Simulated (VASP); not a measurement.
# ZnO (P6_3mc) in VASP: further runs

The runs below take ZnO through single point, with PBE.

All numbers are computed with VASP 6.6.1; they aren't measurements. Logs are shortened: lines on timing, memory, paths and dates and some standing lists are left out, and cuts for length are marked.

## 1. The cell of the first run

The structure is hexagonal, space group P6_3mc (No. 186). The conventional cell has a = 3.249 Å, b = 3.249 Å, c = 5.204 Å, α = 90.00°, β = 90.00°, γ = 120.00°. Within 2.6 Å of Zn (site symmetry 3m) lie 4 O at 1.97 to 1.99 Å. O (site symmetry 3m) has 4 Zn at 1.97 to 1.99 Å within 2.6 Å.

## 2. Single point, PBE

The input, INCAR:

```
PREC = Accurate ; ENCUT = 1340
EDIFF = 1E-6 ; ISMEAR = -1
SIGMA = 0.003 ; LREAL = F
LASPH = T ; NELM = 120
ALGO = Normal ; ISIF = 2
LWAVE = F ; LCHARG = F
GGA = PE ; NBANDS = 26
GGA_COMPAT = F
```

The input, KPOINTS:

```
regular mesh
0
Gamma
  7 7 4
```

The input, POSCAR:

```
ZnO
1.0
    3.2493987200      0.0000000000      0.0000000000
   -1.6246993600      2.8140618400      0.0000000000
    0.0000000000      0.0000000000      5.2038000000
Zn O
2 2
Direct
    0.3333333300      0.6666666700      0.0000000000
    0.6666666700      0.3333333300      0.5000000000
    0.3333333300      0.6666666700      0.3830000000
    0.6666666700      0.3333333300      0.8830000000
```

Potentials or basis: VASP PAW PBE potentials, release 64 (Zn, O_h).

Started as:

```sh
$ cat potpaw_PBE.64/Zn/POTCAR potpaw_PBE.64/O_h/POTCAR > POTCAR
$ mpirun -np 1 vasp_std > vasp.out
```

OUTCAR:

```text
PREC = Accurate
   ENCUT = 1340
   EDIFF = 1E-6
   ISMEAR = -1
   LREAL = F
   LASPH = T
   NELM = 120
   ISIF = 2
   GGA = PE

 ion  position               nearest neighbor table
   1  0.333  0.667  0.000-   4 1.97   4 1.97   4 1.97   3 1.99
   2  0.667  0.333  0.500-   3 1.97   3 1.97   3 1.97   4 1.99
   3  0.333  0.667  0.383-   2 1.97   2 1.97   2 1.97   1 1.99
   4  0.667  0.333  0.883-   1 1.97   1 1.97   1 1.97   2 1.99

  LATTYP: Found a hexagonal cell.
 ALAT       =     3.2493987200
 C/A-ratio  =     1.6014655167

  Lattice vectors:

 A1 = (   3.2493987200,   0.0000000000,   0.0000000000)
 A2 = (  -1.6246993600,   2.8140618400,   0.0000000000)
 A3 = (   0.0000000000,   0.0000000000,   5.2038000000)

Analysis of symmetry for initial positions (statically):
=====================================================================
 Subroutine PRICEL returns:
 Original cell was already a primitive cell.

 Routine SETGRP: Setting up the symmetry group for a
 hexagonal supercell.

 Subroutine GETGRP returns: Found 12 space group operations
 (whereof  6 operations were pure point group operations)
 out of a pool of 24 trial point group operations.

The static configuration has the point symmetry C_3v.
 The point group associated with its full space group is C_6v.

Analysis of symmetry for dynamics (positions and initial velocities):
=====================================================================
 Subroutine PRICEL returns:
 Original cell was already a primitive cell.

 Routine SETGRP: Setting up the symmetry group for a
 hexagonal supercell.

 Subroutine GETGRP returns: Found 12 space group operations
 (whereof  6 operations were pure point group operations)
 out of a pool of 24 trial point group operations.

The dynamic configuration has the point symmetry C_3v.
 The point group associated with its full space group is C_6v.

 Subroutine INISYM returns: Found 12 space group operations
 (whereof  6 operations are pure point group operations),
 and found     1 'primitive' translations

----------------------------------------------------------------------------------------

                                     Primitive cell

  volume of cell :      47.5836

[... 86 lines left out ...]
   LNONCOLLINEAR =      F non collinear calculations
   LSORBIT =      F    spin-orbit coupling
   LASPH  =      T    aspherical Exc in radial PAW
   ENCUT  = 1340.0 eV  98.49 Ry    9.92 a.u.   9.70  9.70 15.53*2*pi/ulx,y,z
   NELM   =    120;   NELMIN=  2; NELMDL= -5     # of ELM steps
   EDIFF  = 0.1E-05   stopping-criterion for ELM
   LREAL  =      F    real-space projection
   EDIFFG = 0.1E-04   stopping-criterion for IOM
   NSW    =      0    number of steps for IOM
   IBRION =     -1    ionic relax: 0-MD 1-quasi-New 2-CG
   NFREE  =      0    steps in history (QN), initial steepest desc. (CG)
   ISIF   =      2    stress and relaxation
   ISYM   =      2    0-nonsym 1-usesym 2-fastsym
   POTIM  = 0.5000    time-step for ionic-motion
   TEBEG  =    0.0;   TEEND  =   0.0 temperature during run
   PSTRESS=    0.0 pullay stress
   NELECT =      36.0000    total number of electrons
   NUPDOWN=      -1.0000    fix difference up-down
   EMIN   =  10.00;   EMAX   =-10.00  energy-range for DOS
   EFERMI =   0.00;   METHOD = LEGACY
   ISMEAR =    -1;   SIGMA  =   0.00  broadening in eV -4-tet -1-fermi 0-gaus
   EFERMI_NEDOS =   21; number of points for ismear=-14 and -15
   IALGO  =     38    algorithm
   IMIX   =      4    mixing-type and parameters
     AMIX     =   0.40;   BMIX     =  1.00
     AMIX_MAG =   1.60;   BMIX_MAG =  1.00
  volume/ion in A,a.u.               =      11.90        80.28
  Fermi-wavevector in a.u.,A,eV,Ry     =   1.491729  2.818959 30.276436  2.225255
  Thomas-Fermi vector in A             =   2.604347
   LORBIT       =      0    0 simple, 1 ext, 2 COOP (PROOUT), +10 PAW based schemes
   GGA     = PE    functional components
   LHFCALC =     F    Hartree Fock is set to
   AEXX    =    0.0000 exact exchange contribution
   IVDW    =     0    specifies the selected vdW correction
   LEPSILON=     F    determine dielectric tensor
   LRPA    =     F    only Hartree local field effects (RPA)
 non-spin polarized calculation
  energy-cutoff  :     1340.00
  volume of cell :       47.58
 maximum number of plane-waves:      5336
 NGX is ok and might be reduce to    40
   NGX = 19   NGY = 19   NGZ = 31

 number of electron      36.0000002 magnetization

 Free energy of the ion-electron system (eV)
  ---------------------------------------------------
  ext. energy  EPLUGINS =         0.00000000
  ---------------------------------------------------
  free energy    TOTEN  =       -17.83585921 eV

  energy without entropy =      -17.83585921  energy(sigma->0) =      -17.83585921

 E-fermi :   1.6107     XC(G=0): -10.9154

 val. band max:        1.5314747106   @ k =   0.0000   0.0000   0.0000
 cond. band min:       2.3227934016   @ k =   0.0000   0.0000   0.0000
 fundamental gap:      0.7913186910
 Fermi energy:         1.6106931694

 k-point     1 :       0.0000    0.0000    0.0000
  band No.  band energies     occupation
      1     -16.5625      2.00000
      2     -15.8338      2.00000
      3      -4.1813      2.00000
      4      -4.1813      2.00000
      5      -4.0804      2.00000
      6      -4.0751      2.00000
[... 685 lines left out ...]
     25      16.5069      0.00000
     26      16.5069      0.00000

------------------------ aborting loop because EDIFF is reached ----------------------------------------

  FORCE on cell =-STRESS in cart. coord.  units (eV):
  Direction    XX          YY          ZZ          XY          YZ          ZX
  --------------------------------------------------------------------------------------
  -------------------------------------------------------------------------------------
  Total        1.7514855      1.7514855      1.6953267      0.0000000      0.0000000      0.0000000
  in kB       58.9739071     58.9739072     57.0829941      0.0000000      0.0000000      0.0000000
  external PRESSURE =      58.3436028 kB  Pullay stress =       0.0000000 kB

 VOLUME and BASIS-vectors are now :
 -----------------------------------------------------------------------------
  energy-cutoff  :     1340.00
  volume of cell :       47.58
      direct lattice vectors                 reciprocal lattice vectors
     3.249398720  0.000000000  0.000000000     0.307749244  0.177679109  0.000000000
    -1.624699360  2.814061840  0.000000000     0.000000000  0.355358218  0.000000000
     0.000000000  0.000000000  5.203800000     0.000000000  0.000000000  0.192167262

 POSITION                                       TOTAL-FORCE (eV/Angst)
 -----------------------------------------------------------------------------------
     -0.00000      1.87604      0.00000        -0.000000      0.000000      0.062227
      1.62470      0.93802      2.60190        -0.000000     -0.000000      0.062227
     -0.00000      1.87604      1.99306         0.000000     -0.000000     -0.062227
      1.62470      0.93802      4.59496        -0.000000      0.000000     -0.062227
 -----------------------------------------------------------------------------------
    total drift:                               -0.000026      0.000015     -0.000168

  FREE ENERGIE OF THE ION-ELECTRON SYSTEM (eV)
  ---------------------------------------------------
  free  energy   TOTEN  =       -17.8358592088 eV

  energy  without entropy=      -17.8358592088  energy(sigma->0) =      -17.83585921
```

It took 100 s on 1 thread of Intel Xeon Platinum 8488C (Sapphire Rapids), shared host; peak memory 0.37 GiB.

What came out:

```yaml
Free_energy: -17.8359 eV
Pressure: 5.8 GPa
Largest_force: 0.062 eV/Å
Band_gap_on_the_k_mesh: 0.79 eV
```

Forces on the atoms (eV/Å):
```
Zn   0.000  0.000  0.062
Zn   0.000  0.000  0.062
O    0.000  0.000 -0.062
O    0.000  0.000 -0.062
```

Stress tensor (GPa, compression positive):
```
5.90 0.00 0.00
0.00 5.90 0.00
0.00 0.00 5.71
```

Levels at points of the mesh, in eV from the valence-band top:
```tsv
k point	band 14	band 15	band 16	band 17	band 18	band 19	band 20	band 21	band 22	band 23
(0.00, 0.00, 0.00)	-0.78	-0.78	-0.10	0.00	0.00	0.79	5.19	8.25	12.84	12.84
(0.00, 0.00, 0.50)	-2.23	-0.38	-0.38	-0.38	-0.38	3.46	3.46	10.09	10.09	13.12
```

Caveat: the cell stands under pressure; semilocal functionals underestimate gaps, and a narrow one can read as zero. Expect the measured gap to be larger: semilocal functionals such as PBE lack the derivative discontinuity.

## 3. Single point, PBE

Changes to INCAR since step 2:

```diff
@@ -2,3 +2,3 @@
 EDIFF = 1E-6 ; ISMEAR = -1
-SIGMA = 0.003 ; LREAL = F
+SIGMA = 0.05 ; LREAL = F
 LASPH = T ; NELM = 120
```

The input, KPOINTS:

```
Automatic mesh
0
Gamma
  7 7 4
```

POSCAR is that of step 2.

Potentials or basis: VASP PAW PBE potentials, release 64 (Zn, O_h).

Started as:

```sh
$ cat potpaw_PBE.64/Zn/POTCAR potpaw_PBE.64/O_h/POTCAR > POTCAR
$ mpirun -np 1 vasp_std > vasp.out
```

OUTCAR:

```text
PREC = Accurate
   ENCUT = 1340
   EDIFF = 1E-6
   ISMEAR = -1
   LREAL = F
   LASPH = T
   NELM = 120
   ISIF = 2
   GGA = PE

 ion  position               nearest neighbor table
   1  0.333  0.667  0.000-   4 1.97   4 1.97   4 1.97   3 1.99
   2  0.667  0.333  0.500-   3 1.97   3 1.97   3 1.97   4 1.99
   3  0.333  0.667  0.383-   2 1.97   2 1.97   2 1.97   1 1.99
   4  0.667  0.333  0.883-   1 1.97   1 1.97   1 1.97   2 1.99

  LATTYP: Found a hexagonal cell.
 ALAT       =     3.2493987200
[... 891 lines left out ...]

  FORCE on cell =-STRESS in cart. coord.  units (eV):
  Direction    XX          YY          ZZ          XY          YZ          ZX
  --------------------------------------------------------------------------------------
  -------------------------------------------------------------------------------------
  Total        1.7514999      1.7514999      1.6953521      0.0000000      0.0000000      0.0000000
  in kB       58.9743895     58.9743895     57.0838486      0.0000000      0.0000000      0.0000000
  external PRESSURE =      58.3442092 kB  Pullay stress =       0.0000000 kB

 VOLUME and BASIS-vectors are now :
 -----------------------------------------------------------------------------
  energy-cutoff  :     1340.00
  volume of cell :       47.58
      direct lattice vectors                 reciprocal lattice vectors
     3.249398720  0.000000000  0.000000000     0.307749244  0.177679109  0.000000000
    -1.624699360  2.814061840  0.000000000     0.000000000  0.355358218  0.000000000
     0.000000000  0.000000000  5.203800000     0.000000000  0.000000000  0.192167262

 POSITION                                       TOTAL-FORCE (eV/Angst)
 -----------------------------------------------------------------------------------
     -0.00000      1.87604      0.00000         0.000000     -0.000000      0.062228
      1.62470      0.93802      2.60190        -0.000000      0.000000      0.062228
     -0.00000      1.87604      1.99306         0.000000     -0.000000     -0.062228
      1.62470      0.93802      4.59496        -0.000000      0.000000     -0.062228
 -----------------------------------------------------------------------------------
    total drift:                               -0.000026      0.000015     -0.000168

  FREE ENERGIE OF THE ION-ELECTRON SYSTEM (eV)
  ---------------------------------------------------
  free  energy   TOTEN  =       -17.8358598556 eV

  energy  without entropy=      -17.8358538279  energy(sigma->0) =      -17.83585684
```

Wall time 75 s (1 thread of AMD EPYC 9R45 (Zen 5), shared host); peak memory 0.33 GiB.

Results:

* Free energy: -17.8359 eV
* Pressure: 5.8 GPa
* Largest force: 0.062 eV/Å
* Band gap on the k mesh: 0.79 eV

Forces in eV/Å, atoms in the order of the input:
```
Zn   0.000  0.000  0.062
Zn   0.000  0.000  0.062
O    0.000  0.000 -0.062
O    0.000  0.000 -0.062
```

Stress tensor (GPa, compression positive):
```
5.90 0.00 0.00
0.00 5.90 0.00
0.00 0.00 5.71
```

Caveat: the cell stands under pressure; semilocal functionals underestimate gaps, and a narrow one can read as zero. A hybrid or GW would open this gap; PBE tends to underestimate it.

## 4. Single point, PBE

The input, INCAR:

```
SYSTEM = ZnO
ALGO = Normal
EDIFF = 1E-6
ENCUT = 1340
GGA = PE
GGA_COMPAT = .False.
ISIF = 2
ISMEAR = -1
LASPH = .True.
LCHARG = .False.
LREAL = .False.
LWAVE = .False.
NBANDS = 26
NELM = 120
PREC = Accurate
SIGMA = 0.05
```

The input, KPOINTS:

```
k-points
0
Gamma
  7 7 4
  0 0 0
```

POSCAR is that of step 3.

Potentials or basis: VASP PAW PBE potentials, release 64 (Zn, O_h).

Started as:

```sh
$ cat potpaw_PBE.64/Zn/POTCAR potpaw_PBE.64/O_h/POTCAR > POTCAR
$ mpirun -np 1 vasp_std > vasp.out
```

OUTCAR:

```text
SYSTEM = ZnO
   EDIFF = 1E-6
   ENCUT = 1340
   GGA = PE
   ISIF = 2
   ISMEAR = -1
   LASPH = .True.
   LREAL = .False.
   NELM = 120
   PREC = Accurate

 ion  position               nearest neighbor table
   1  0.333  0.667  0.000-   4 1.97   4 1.97   4 1.97   3 1.99
   2  0.667  0.333  0.500-   3 1.97   3 1.97   3 1.97   4 1.99
   3  0.333  0.667  0.383-   2 1.97   2 1.97   2 1.97   1 1.99
   4  0.667  0.333  0.883-   1 1.97   1 1.97   1 1.97   2 1.99

  LATTYP: Found a hexagonal cell.
 ALAT       =     3.2493987200
 C/A-ratio  =     1.6014655167

  Lattice vectors:

 A1 = (   3.2493987200,   0.0000000000,   0.0000000000)
 A2 = (  -1.6246993600,   2.8140618400,   0.0000000000)
 A3 = (   0.0000000000,   0.0000000000,   5.2038000000)

Analysis of symmetry for initial positions (statically):
=====================================================================
 Subroutine PRICEL returns:
 Original cell was already a primitive cell.

 Routine SETGRP: Setting up the symmetry group for a
 hexagonal supercell.

 Subroutine GETGRP returns: Found 12 space group operations
 (whereof  6 operations were pure point group operations)
 out of a pool of 24 trial point group operations.
[... 167 lines left out ...]

 E-fermi :   1.9544     XC(G=0): -10.9154

 val. band max:        1.5314688704   @ k =   0.0000   0.0000   0.0000
 cond. band min:       2.3227905838   @ k =   0.0000   0.0000   0.0000
 fundamental gap:      0.7913217134
 Fermi energy:         1.9543766910

 k-point     1 :       0.0000    0.0000    0.0000
  band No.  band energies     occupation
      1     -16.5625      2.00000
      2     -15.8338      2.00000
      3      -4.1813      2.00000
      4      -4.1813      2.00000
      5      -4.0804      2.00000
      6      -4.0751      2.00000
[... 685 lines left out ...]
     25      16.5069      0.00000
     26      16.5069      0.00000

------------------------ aborting loop because EDIFF is reached ----------------------------------------

  FORCE on cell =-STRESS in cart. coord.  units (eV):
  Direction    XX          YY          ZZ          XY          YZ          ZX
  --------------------------------------------------------------------------------------
  -------------------------------------------------------------------------------------
  Total        1.7514999      1.7514999      1.6953521      0.0000000      0.0000000      0.0000000
  in kB       58.9743901     58.9743902     57.0838491      0.0000000      0.0000000      0.0000000
  external PRESSURE =      58.3442098 kB  Pullay stress =       0.0000000 kB

 VOLUME and BASIS-vectors are now :
 -----------------------------------------------------------------------------
  energy-cutoff  :     1340.00
  volume of cell :       47.58
      direct lattice vectors                 reciprocal lattice vectors
     3.249398720  0.000000000  0.000000000     0.307749244  0.177679109  0.000000000
    -1.624699360  2.814061840  0.000000000     0.000000000  0.355358218  0.000000000
     0.000000000  0.000000000  5.203800000     0.000000000  0.000000000  0.192167262

 POSITION                                       TOTAL-FORCE (eV/Angst)
 -----------------------------------------------------------------------------------
     -0.00000      1.87604      0.00000        -0.000000      0.000000      0.062228
      1.62470      0.93802      2.60190         0.000000      0.000000      0.062228
     -0.00000      1.87604      1.99306        -0.000000      0.000000     -0.062228
      1.62470      0.93802      4.59496         0.000000     -0.000000     -0.062228
 -----------------------------------------------------------------------------------
    total drift:                               -0.000026      0.000015     -0.000168

  FREE ENERGIE OF THE ION-ELECTRON SYSTEM (eV)
  ---------------------------------------------------
  free  energy   TOTEN  =       -17.8358598556 eV

  energy  without entropy=      -17.8358538279  energy(sigma->0) =      -17.83585684
```

OSZICAR:

```text
N       E                     dE             d eps       ncg     rms          rms(c)
DAV:   1     0.440940815371E+03    0.44094E+03   -0.31137E+04  1256   0.378E+03
DAV:   2     0.580850994485E+02   -0.38286E+03   -0.36068E+03  1288   0.665E+02
DAV:   3    -0.167482441088E+02   -0.74833E+02   -0.71743E+02  1474   0.215E+02
DAV:   4    -0.210095020194E+02   -0.42613E+01   -0.42217E+01  1336   0.574E+01
DAV:   5    -0.210552112197E+02   -0.45709E-01   -0.45660E-01  1428   0.583E+00    0.149E+01
DAV:   6    -0.176461582251E+02    0.34091E+01   -0.60627E+00  2058   0.609E+01    0.894E+00
DAV:   7    -0.178819740702E+02   -0.23582E+00   -0.31279E+00  1450   0.171E+01    0.549E+00
DAV:   8    -0.178814203823E+02    0.55369E-03   -0.53785E-01  1686   0.725E+00    0.184E+00
DAV:   9    -0.178339245081E+02    0.47496E-01   -0.96802E-02  1772   0.590E+00    0.444E-01
DAV:  10    -0.178356459885E+02   -0.17215E-02   -0.42979E-02  1260   0.172E+00    0.118E-01
DAV:  11    -0.178358778360E+02   -0.23185E-03   -0.16498E-03  1510   0.870E-01    0.478E-02
DAV:  12    -0.178358485062E+02    0.29330E-04   -0.34695E-04  1542   0.568E-01    0.109E-02
DAV:  13    -0.178358650612E+02   -0.16555E-04   -0.53771E-05  1318   0.632E-02    0.225E-02
DAV:  14    -0.178358599876E+02    0.50736E-05   -0.11575E-05  1434   0.337E-02    0.416E-03
DAV:  15    -0.178358598556E+02    0.13200E-06   -0.15114E-06  1064   0.114E-02
   1 F= -.17835860E+02 E0= -.17835857E+02  d E =-.602768E-05
```

stdout:

```text
POSCAR found type information on POSCAR ZnO
 POSCAR found :  2 types and       4 ions
 scaLAPACK will be used
 LDA part: xc-table for (Slater+PW92), standard interpolation
 POSCAR, INCAR and KPOINTS ok, starting setup
 FFT: planning ... GRIDC
 FFT: planning ... GRID_SOFT
 FFT: planning ... GRID
 WAVECAR not read
 entering main loop
```

Run time: 1.8 min. Hardware: 1 thread of Intel Xeon Platinum 8488C (Sapphire Rapids), shared host; peak memory 0.36 GiB.

Results:

```
Free energy            : -17.8359 eV
Pressure               : 5.8 GPa
Largest force          : 0.062 eV/Å
Band gap on the k mesh : 0.79 eV
```

Forces in eV/Å, atoms in the order of the input:
```
Zn   0.000  0.000  0.062
Zn   0.000  0.000  0.062
O    0.000  0.000 -0.062
O    0.000  0.000 -0.062
```

Levels at points of the mesh, in eV from the valence-band top:
```tsv
k point	band 16	band 17	band 18	band 19	band 20	band 21
(0.00, 0.00, 0.00)	-0.10	0.00	0.00	0.79	5.19	8.25
(0.00, 0.00, 0.50)	-0.38	-0.38	-0.38	3.46	3.46	10.09
```

Caveat: the cell stands under pressure; semilocal functionals underestimate gaps, and a narrow one can read as zero.
